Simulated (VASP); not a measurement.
Wanted: the native input for a VASP 6.6.1 run.

```
Task                   : single point
Functional             : LDA
Potentials or basis    : VASP PAW LDA potentials, release 64 (Ti_sv, Te)
Cutoff                 : 520 eV
k mesh                 : 12 × 12 × 12
Occupations            : fermi-dirac, width 0.05 eV
Spin                   : no spin polarisation
Dipole correction      : no
Further INCAR settings : ALGO = Normal; EDIFF = 1e-06; NBANDS = 16
```

The structure of TiTe (rocksalt type) lies in POSCAR:

```
TiTe
1.0
    0.0000000000      2.1119045802      2.1119045802
    2.1119045802      0.0000000000      2.1119045802
    2.1119045802      2.1119045802      0.0000000000
Ti Te
1 1
Direct
    0.0000000000      0.0000000000      0.0000000000
    0.5000000000      0.5000000000      0.5000000000
```

This cell differs from its parent crystal: volume scaled by 0.45.

These files were run (other wordings do the same):

INCAR

```
SYSTEM = TiTe
  PREC = Accurate
  ENCUT = 520
  EDIFF = 1E-6
  ISMEAR = -1
  SIGMA = 0.05
  LREAL = .FALSE.
  LASPH = .TRUE.
  NELM = 80
  ALGO = Normal
  ISIF = 2
  LWAVE = .FALSE.
  LCHARG = .FALSE.
  NBANDS = 16
```

KPOINTS

```
regular mesh
0
G
  12 12 12
  0 0 0
```

Potentials or basis: VASP PAW LDA potentials, release 64 (Ti_sv, Te).

Run with:

```bash
$ cat potpaw_LDA.64/Ti_sv/POTCAR potpaw_LDA.64/Te/POTCAR > POTCAR
$ mpirun -np 1 vasp_std > vasp.out
```

Results of the run:

| Quantity | Value |
| --- | --- |
| Pressure | 400.2 GPa |
| Band gap on the k mesh | zero (band 9 reaches 25.40 eV, above the bottom of band 10 at 22.86 eV) |

Caveat: spin-orbit coupling is left out, which moves the levels of the heavy elements.

Run time: 14 s on 1 thread of Intel(R) Xeon(R) Platinum 8488C (Sapphire Rapids), on a shared host, peak memory 0.14 GiB.
